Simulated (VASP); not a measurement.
Here is a VASP 6.6.1 calculation.

INCAR

```
ALGO = Normal ; EDIFF = 1E-8
ENCUT = 1000 ; GGA = PE
GGA_COMPAT = False ; ISIF = 2
ISMEAR = -1 ; LASPH = True
LCHARG = False ; LEFG = True
LREAL = False ; LWAVE = False
NBANDS = 28 ; NELM = 120
PREC = Accurate ; SIGMA = 0.05
```

Contents of KPOINTS:

```
k-points
0
Gamma
  8 8 8
```

The input POSCAR:

```
BaTiO3
1.0
    3.9302542101      0.0000000000      0.0000000000
    0.0000000000      2.7987067862      2.8073385284
    0.0000000000     -2.7987067862      2.8073385284
Ba Ti O
1 1 3
Direct
    0.0000000000      0.0000000000      0.0000000000
    0.5000000000      0.5079000000      0.5079000000
    0.0000000000      0.4921000000      0.4921000000
    0.5000000000      0.5025100000      0.9937100000
    0.5000000000      0.9937100000      0.5025100000
```

Potentials or basis: VASP PAW PBE potentials, release 64 (Ba_sv, Ti_sv, O_h).

Launch:

```sh
$ cat potpaw_PBE.64/Ba_sv/POTCAR potpaw_PBE.64/Ti_sv/POTCAR potpaw_PBE.64/O_h/POTCAR > POTCAR
$ mpirun -np 1 vasp_std > vasp.out
```

Predict the largest force.

0.148 eV/Å.

What does it give for the band gap on the k mesh?

1.88 eV (least direct gap 2.01 eV).

Estimate the pressure.

11.7 GPa.

Stress tensor (GPa, compression positive):
```
12.55  0.00  0.00
 0.00 11.66  0.00
 0.00  0.00 10.90
```

Caveat: the cell stands under pressure; without QUAD_EFG the Cq values of the log hold for a quadrupole moment of 1 mb, not for the nuclei; spin-orbit coupling is left out, which moves the levels of the heavy elements. A k mesh can miss the band edges.
